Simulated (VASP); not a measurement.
# Si (Fd-3m) in VASP: G0W0 quasiparticle levels with PBE

Aim: the G0W0 quasiparticle levels of Si with PBE.

Everything below comes from runs of VASP 6.6.1. Logs are shortened: lines on timing, memory, paths and dates and some standing lists are left out, and cuts for length are marked.

### 1 The cell of the first run

Symmetry: Fd-3m, No. 227, cubic system. Conventional cell: a = 5.444 Å, b = 5.444 Å, c = 5.444 Å, α = 90.00°, β = 90.00°, γ = 90.00°. Si (site symmetry -43m) has 4 Si at 2.36 Å within 3.1 Å.

### 2 G0W0 quasiparticle levels, PBE

The input, POSCAR:

```
Si
1.0
    0.0000000000      2.7221188958      2.7221188958
    2.7221188958      0.0000000000      2.7221188958
    2.7221188958      2.7221188958      0.0000000000
Si
2
Direct
    0.0000000000      0.0000000000      0.0000000000
    0.2500000000      0.2500000000      0.2500000000
```

The input, INCAR.step1:

```
ALGO = Normal
EDIFF = 1E-8
ENCUT = 500
GGA = PE
ISMEAR = 0
LASPH = True
LCHARG = False
LREAL = False
LWAVE = True
NELM = 100
PREC = Accurate
SIGMA = 0.01
```

The input, INCAR.step2:

```
ALGO = Exact
EDIFF = 1E-8
ENCUT = 500
GGA = PE
ISMEAR = 0
ISTART = 1
LASPH = True
LCHARG = False
LOPTICS = True
LREAL = False
LWAVE = True
NBANDS = 69
NELM = 1
PREC = Accurate
SIGMA = 0.01
```

The input, INCAR.step3:

```
ALGO = EVGW0
EDIFF = 1E-8
ENCUT = 500
ENCUTGW = 80.0
GGA = PE
ISMEAR = 0
ISTART = 1
LASPH = True
LCHARG = False
LREAL = False
LWAVE = False
NBANDS = 69
NBANDSGW = 12
NELMGW = 1
NOMEGA = 48
PREC = Accurate
PRECFOCK = Fast
SIGMA = 0.01
```

The input, KPOINTS:

```
k-points
0
Gamma
  4 4 4
```

Potentials or basis: VASP PAW PBE potentials, release 64 (Si_GW).

Run with:

```sh
$ cat potpaw_PBE.64/Si_GW/POTCAR > POTCAR
$ cp INCAR.step1 INCAR
$ mpirun -np 1 vasp_std > vasp.out
$ cp INCAR.step2 INCAR
$ mpirun -np 1 vasp_std > vasp.out
$ cp INCAR.step3 INCAR
$ mpirun -np 1 vasp_std > vasp.out
```

OUTCAR:

```text
EDIFF = 1E-8
   ENCUT = 500
   ENCUTGW = 80.0
   GGA = PE
   ISMEAR = 0
   ISTART = 1
   LASPH = True
   LREAL = False
   NELMGW = 1
   PREC = Accurate
   PRECFOCK = Fast

 ion  position               nearest neighbor table
   1  0.000  0.000  0.000-   2 2.36   2 2.36   2 2.36   2 2.36
   2  0.250  0.250  0.250-   1 2.36   1 2.36   1 2.36   1 2.36

  LATTYP: Found a face centered cubic cell.
 ALAT       =     5.4442377916

  Lattice vectors:

 A1 = (   0.0000000000,   2.7221188958,   2.7221188958)
 A2 = (   2.7221188958,   0.0000000000,   2.7221188958)
 A3 = (   2.7221188958,   2.7221188958,   0.0000000000)

Analysis of symmetry for initial positions (statically):
=====================================================================
 Subroutine PRICEL returns:
 Original cell was already a primitive cell.

 Routine SETGRP: Setting up the symmetry group for a
 face centered cubic supercell.

 Subroutine GETGRP returns: Found 48 space group operations
 (whereof 24 operations were pure point group operations)
 out of a pool of 48 trial point group operations.

The static configuration has the point symmetry T_d .
 The point group associated with its full space group is O_h .

Analysis of symmetry for dynamics (positions and initial velocities):
=====================================================================
 Subroutine PRICEL returns:
 Original cell was already a primitive cell.

 Routine SETGRP: Setting up the symmetry group for a
 face centered cubic supercell.

 Subroutine GETGRP returns: Found 48 space group operations
 (whereof 24 operations were pure point group operations)
 out of a pool of 48 trial point group operations.

The dynamic configuration has the point symmetry T_d .
 The point group associated with its full space group is O_h .

 Subroutine INISYM returns: Found 48 space group operations
 (whereof 24 operations are pure point group operations),
 and found     1 'primitive' translations

----------------------------------------------------------------------------------------

                                     Primitive cell

  volume of cell :      40.3414

  direct lattice vectors                    reciprocal lattice vectors
     0.000000000  2.722118896  2.722118896    -0.183680441  0.183680441  0.183680441
     2.722118896  0.000000000  2.722118896     0.183680441 -0.183680441  0.183680441
     2.722118896  2.722118896  0.000000000     0.183680441  0.183680441 -0.183680441

  length of vectors
     3.849657461  3.849657461  3.849657461     0.318143857  0.318143857  0.318143857

  position of ions in fractional coordinates (direct lattice)
     0.000000000  0.000000000  0.000000000
     0.250000000  0.250000000  0.250000000

  ion indices of the primitive-cell ions
   primitive index   ion index
                 1           1
                 2           2

----------------------------------------------------------------------------------------

 KPOINTS: k-points

Automatic generation of k-mesh.
 Grid dimensions read from file:
 generate k-points for:    4    4    4

 Generating k-lattice:

  Cartesian coordinates                     Fractional coordinates (reciprocal lattice)
    -0.045920110  0.045920110  0.045920110     0.250000000  0.000000000  0.000000000
     0.045920110 -0.045920110  0.045920110     0.000000000  0.250000000  0.000000000
     0.045920110  0.045920110 -0.045920110     0.000000000  0.000000000  0.250000000

  Length of vectors
     0.079535964  0.079535964  0.079535964

  Shift w.r.t. Gamma in fractional coordinates (k-lattice)
     0.000000000  0.000000000  0.000000000

 Subroutine IBZKPT returns following result:
 ===========================================

 Found      8 irreducible k-points:

 Following reciprocal coordinates:
            Coordinates               Weight
  0.000000  0.000000  0.000000      1.000000
  0.250000  0.000000  0.000000      8.000000
  0.500000  0.000000  0.000000      4.000000
  0.250000  0.250000  0.000000      6.000000
  0.500000  0.250000  0.000000     24.000000
 -0.250000  0.250000  0.000000     12.000000
  0.500000  0.500000  0.000000      3.000000
 -0.250000  0.500000  0.250000      6.000000
   k-points           NKPTS =      8   k-points in BZ     NKDIM =     64   number of bands    NBANDS=     69
   number of dos      NEDOS =    301   number of ions     NIONS =      2
   total plane-waves  NPLWV =  21952
   dimension x,y,z NGX =    28 NGY =   28 NGZ =   28
   dimension x,y,z NGXF=    56 NGYF=   56 NGZF=   56
   ions per type =               2
   NGX,Y,Z   is equivalent  to a cutoff of  12.09, 12.09, 12.09 a.u.
   NGXF,Y,Z  is equivalent  to a cutoff of  24.18, 24.18, 24.18 a.u.
 SYSTEM =  unknown system
   PREC   = accura    normal or accurate (medium, high low for compatibility)
   ISTART =      1    job   : 0-new  1-cont  2-samecut
   ICHARG =      0    charge: 1-file 2-atom 10-const
   ISPIN  =      1    spin polarized calculation?
   LNONCOLLINEAR =      F non collinear calculations
   LSORBIT =      F    spin-orbit coupling
   LASPH  =      T    aspherical Exc in radial PAW
   ENCUT  =  500.0 eV  36.75 Ry    6.06 a.u.   7.02  7.02  7.02*2*pi/ulx,y,z
   NELM   =     60;   NELMIN=  2; NELMDL=  0     # of ELM steps
   EDIFF  = 0.1E-07   stopping-criterion for ELM
   LREAL  =      F    real-space projection
   EDIFFG = 0.1E-06   stopping-criterion for IOM
   NSW    =      0    number of steps for IOM
   IBRION =     -1    ionic relax: 0-MD 1-quasi-New 2-CG
   NFREE  =      0    steps in history (QN), initial steepest desc. (CG)
   ISIF   =      0    stress and relaxation
   ISYM   =      3    0-nonsym 1-usesym 2-fastsym
   POTIM  = 0.5000    time-step for ionic-motion
   TEBEG  =    0.0;   TEEND  =   0.0 temperature during run
   PSTRESS=    0.0 pullay stress
   NELECT =       8.0000    total number of electrons
   NUPDOWN=      -1.0000    fix difference up-down
   EMIN   =  10.00;   EMAX   =-10.00  energy-range for DOS
   EFERMI =   0.00;   METHOD = LEGACY
   ISMEAR =     0;   SIGMA  =   0.01  broadening in eV -4-tet -1-fermi 0-gaus
   EFERMI_NEDOS =   21; number of points for ismear=-14 and -15
   IALGO  =     38    algorithm
   IMIX   =      4    mixing-type and parameters
     AMIX     =   0.40;   BMIX     =  1.00
     AMIX_MAG =   1.60;   BMIX_MAG =  1.00
  volume/ion in A,a.u.               =      20.17       136.12
  Fermi-wavevector in a.u.,A,eV,Ry     =   0.954672  1.804069 12.400344  0.911400
  Thomas-Fermi vector in A             =   2.083440
   LORBIT       =      0    0 simple, 1 ext, 2 COOP (PROOUT), +10 PAW based schemes
   GGA     = PE    functional components
   LHFCALC =     T    Hartree Fock is set to
   PRECFOCK=fast      Normal, Fast or Accurate (Low or Medium for compatibility)
   ENCUT4O =  -1.0   cutoff for four orbital integrals eV
   NKREDX  =     1    reduce k-point grid by
   NKREDY  =     1    reduce k-point grid by
   NKREDZ  =     1    reduce k-point grid by
   AEXX    =    1.0000 exact exchange contribution
   HFSCREEN=    0.0000 screening length (either q_TF or 0.3 A-1)
   HFSCREENC=   0.0000 screening length for correlation (either q_TF or 0.3 A-1)
   ENCUTFOCK=  -1.0 apply spherical cutoff to Coloumb kernel
   IVDW    =     0    specifies the selected vdW correction
   LEPSILON=     F    determine dielectric tensor
   LRPA    =     F    only Hartree local field effects (RPA)
   LRPAFORCE           =     F    calculate RPA forces
   ENCUTGW             =  80.0    cutoff for response function in eV
   ENCUTGWSOFT         =  64.0    soft cutoff for Coulomb kernel in GW response function in eV
   ENCUTLF             =  -1.0    cutoff for local field effects
   NELMGW              =     1    number of iterations in solving QP/BSE equation
   NELMHF              =     1    number of iterations in the inner HF iteration
   NKREDLFX            =     1    NKREDLFY  =   1   NKREDLFZ  =   1
 non-spin polarized calculation
 Gauss-broadening in eV      SIGMA  =   0.01
  energy-cutoff  :      500.00
  volume of cell :       40.34
 maximum number of plane-waves:      1036
  NGX = 16; NGY = 16; NGZ = 16
   NGX = 13   NGY = 13   NGZ = 13
 maximum number of plane-waves:        70
 NGX is ok and might be reduce to    14

 QP shifts <psi_nk| G(iteration)W_0 |psi_nk>: iteration 1
 for sc-GW calculations column KS-energies equals QP-energies in previous step
 and V_xc(KS)=  KS-energies - (<T + V_ion + V_H > + <T+V_H+V_ion>^1  + <V_x>^1)

 k-point   1 :       0.0000    0.0000    0.0000
  band No.  KS-energies  QP-energies   sigma(KS)   V_xc(KS)     V^pw_x(r,r')   Z            occupation Imag(sigma)

      1      -6.4855      -6.8415     -10.9671     -10.4400     -17.4657       0.6754       2.0000       1.2280
      2       5.4339       5.1582     -11.7620     -11.4007     -13.0141       0.7631       2.0000       0.0929
      3       5.4339       5.1582     -11.7620     -11.4007     -13.0141       0.7631       2.0000       0.0929
      4       5.4339       5.1582     -11.7620     -11.4007     -13.0141       0.7631       2.0000       0.0929
      5       7.9750       8.2565      -9.7114     -10.0839      -5.5639       0.7557       0.0000      -0.0619
      6       7.9750       8.2565      -9.7114     -10.0839      -5.5639       0.7557       0.0000      -0.0619
      7       7.9750       8.2565      -9.7114     -10.0839      -5.5639       0.7557       0.0000      -0.0619
      8       8.7111       9.1616     -10.4456     -11.0471      -5.8606       0.7489       0.0000      -0.0872
      9      13.1330      13.4936      -9.4962      -9.9885      -4.1855       0.7326       0.0000      -0.1929
     10      13.1330      13.4936      -9.4962      -9.9885      -4.1855       0.7326       0.0000      -0.1929
     11      13.3599      13.2251      -7.8811      -7.7047      -2.5874       0.7644       0.0000      -0.2883
     12      16.6356      16.5762      -8.3852      -8.3072      -2.2325       0.7616       0.0000      -0.5925

 k-point   2 :       0.2500    0.0000    0.0000
  band No.  KS-energies  QP-energies   sigma(KS)   V_xc(KS)     V^pw_x(r,r')   Z            occupation Imag(sigma)
[... 97 lines left out ...]
      1      -2.2043      -2.5254     -11.4410     -10.9796     -16.0619       0.6960       2.0000       0.5678
      2      -2.2043      -2.5254     -11.4410     -10.9796     -16.0619       0.6960       2.0000       0.5678
      3       1.5999       1.1590     -10.6103     -10.0058     -12.9020       0.7293       2.0000       0.1580
      4       1.5999       1.1590     -10.6103     -10.0058     -12.9020       0.7293       2.0000       0.1580
      5       9.6948       9.8675      -9.3358      -9.5642      -4.8825       0.7562       0.0000      -0.1094
      6       9.6948       9.8675      -9.3358      -9.5642      -4.8825       0.7562       0.0000      -0.1094
      7      10.3947      10.7083      -9.6829     -10.1064      -4.6787       0.7404       0.0000      -0.1492
      8      10.3947      10.7083      -9.6829     -10.1064      -4.6787       0.7404       0.0000      -0.1492
      9      15.9580      16.3155     -10.2031     -10.6908      -3.8805       0.7329       0.0000      -0.5714
     10      15.9580      16.3155     -10.2031     -10.6908      -3.8805       0.7329       0.0000      -0.5714
     11      18.3977      18.7575      -9.9335     -10.4240      -3.3861       0.7335       0.0000      -0.7598
     12      18.3977      18.7575      -9.9335     -10.4240      -3.3861       0.7335       0.0000      -0.7598
```

Run time: 90 s. Hardware: 1 thread of Intel Xeon 8259CL, shared host; peak memory 0.34 GiB.

Results:

```yaml
Band_gap_on_the_k_mesh_mean-field_level: 0.71 eV, indirect (least direct gap 2.54 eV)
Quasiparticle_gap: 1.07 eV
Least_direct_quasiparticle_gap: 3.10 eV
```

Caveat: the k points lie up to 0.50 Å⁻¹ apart; bands, screening cutoff and mesh are small and nothing is extrapolated, so the quasiparticle values aren't converged.
